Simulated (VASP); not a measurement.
## ZnS4: relaxation of cell and atoms with PBE

The system is ZnS4.

```
CELL_PARAMETERS angstrom
2.72000 -2.72000 0.00000
2.72000 2.72000 0.00000
-2.71949 0.00000 7.03210
ATOMIC_POSITIONS crystal
Zn 0.00000 0.00000 0.00000
S 0.40400 0.90400 0.80800
S 0.67900 0.68100 0.61000
S 0.09600 0.59600 0.19200
S 0.31900 0.32100 0.39000
```

```json
{
  "Program": "VASP 6.6.1",
  "Task": "relaxation of cell and atoms",
  "Functional": "PBE",
  "Potentials or basis": "VASP PAW PBE potentials, release 64 (Zn, S)",
  "Cutoff": "600 eV",
  "k mesh": "4 × 4 × 3",
  "Occupations": "gaussian, width 0.2 eV",
  "Spin": "no spin polarisation",
  "Dipole correction": "no",
  "Further INCAR settings": "ALGO = Normal; EDIFF = 1e-06; IBRION = 2; EDIFFG = -0.08; NSW = 36; ISIF = 3"
}
```

* Relaxed volume: 21.84 Å³/atom
* Relaxed cell: a = 3.987 Å, b = 3.987 Å, c = 7.496 Å, α = 104.09°, β = 104.09°, γ = 74.26°
* Space group after relaxing (to 0.05 Å): C2 (No. 5)
* Energy gained by relaxing: 274.6 meV/atom
* Ionic steps: 32
* Pressure after relaxing: 0.1 GPa
* Largest force after relaxing: 0.069 eV/Å
* Band gap on the k mesh: 1.55 eV, indirect (least direct gap 1.79 eV)

Forces on the atoms (eV/Å):
```
Zn   0.000  0.035  0.000
S   -0.041 -0.053 -0.014
S    0.012  0.036  0.052
S    0.041 -0.053  0.014
S   -0.012  0.036 -0.052
```

Stress tensor (GPa, compression positive):
```
0.30 0.00 0.10
0.00 0.03 0.00
0.10 0.00 0.10
```

The path:
| step | energy change (eV) | largest force (eV/Å) | pressure (GPa) | volume (Å³) |
| --- | --- | --- | --- | --- |
| 1 | 0.0000 | 2.0568 | 6.31 | 104.05 |
| 2 | -0.8154 | 1.1421 | -1.29 | 116.78 |
| 3 | -0.8515 | 0.9810 | -2.33 | 120.09 |
| 4 | -0.9737 | 1.6323 | 1.50 | 116.70 |
| 5 | -0.9855 | 1.0333 | 0.55 | 117.44 |
| 6 | -1.0727 | 0.4739 | 0.29 | 116.52 |
| 7 | -1.0738 | 0.3789 | 0.28 | 116.62 |
| 8 | -1.1118 | 0.3442 | -0.11 | 117.03 |
| 9 | -1.1864 | 0.5474 | -1.19 | 118.10 |
| 10 | -1.1471 | 1.3648 | -3.06 | 119.50 |
| 11 | -1.2027 | 0.7795 | -1.76 | 118.59 |
| 12 | -1.2223 | 0.6470 | -1.50 | 118.24 |
| 13 | -1.2638 | 0.3428 | -0.73 | 117.16 |
| 14 | -1.2650 | 0.8754 | 1.00 | 114.82 |
| 15 | -1.2789 | 0.3608 | 0.15 | 115.98 |
| 16 | -1.2864 | 0.2913 | 0.12 | 115.86 |
| 17 | -1.2998 | 0.2189 | 0.01 | 115.49 |
| 18 | -1.3011 | 0.2105 | -0.02 | 115.31 |
| 19 | -1.3075 | 0.2073 | 0.09 | 115.19 |
| 20 | -1.3151 | 0.2966 | 0.34 | 114.90 |
| 21 | -1.3216 | 0.1912 | 0.04 | 115.08 |
| 22 | -1.3292 | 0.1169 | -0.79 | 115.57 |
| 23 | -1.3365 | 0.0911 | -0.69 | 114.95 |
| 24 | -1.3496 | 0.2154 | -0.40 | 113.08 |
| 25 | -1.3506 | 0.3030 | -0.25 | 112.28 |
| 26 | -1.3599 | 0.1978 | -0.31 | 110.95 |
| 27 | -1.3610 | 0.1852 | -0.32 | 110.25 |
| 28 | -1.3665 | 0.1393 | 0.35 | 108.81 |
| 29 | -1.3666 | 0.1324 | 0.42 | 108.60 |
| 30 | -1.3700 | 0.0940 | 0.15 | 108.90 |
| 31 | -1.3708 | 0.1129 | -0.05 | 109.12 |
| 32 | -1.3729 | 0.0685 | 0.14 | 109.21 |

Final structure:
```yaml
crystal:
  lattice:
    - [3.17496, -2.40662, 0.15240]
    - [3.17496, 2.40662, 0.15240]
    - [-2.62796, 0.00000, 7.02048]
  atoms:
    - { symbol: Zn, position: [0.03898, 0.96103, 0.00000] }
    - { symbol: S, position: [0.44036, 0.00860, 0.82154] }
    - { symbol: S, position: [0.66151, 0.63425, 0.59253] }
    - { symbol: S, position: [0.99140, 0.55964, 0.17846] }
    - { symbol: S, position: [0.36575, 0.33849, 0.40747] }
```

Levels at points of the mesh, in eV from the valence-band top:
```csv
k point,band 15,band 16,band 17,band 18,band 19,band 20,band 21,band 22
"(0.00, 0.00, 0.00)",-1.78,-1.52,-1.13,-0.79,1.65,2.22,3.37,3.68
"(0.50, 0.00, 0.00)",-2.07,-1.20,-0.82,-0.16,1.80,3.05,3.44,4.16
"(0.50, 0.50, 0.00)",-2.64,-2.46,-1.20,-0.42,2.73,2.86,3.90,4.50
```

Wall time 9.3 min on 1 thread of Intel(R) Xeon(R) Platinum 8488C (Sapphire Rapids) (shared host), peak memory 0.26 GiB.

Caveat: the k points lie up to 0.42 Å⁻¹ apart in the final cell; the relaxation stopped at a loose force limit of 0.08 eV/Å, so its end isn't a converged minimum. A k mesh can miss the band edges.
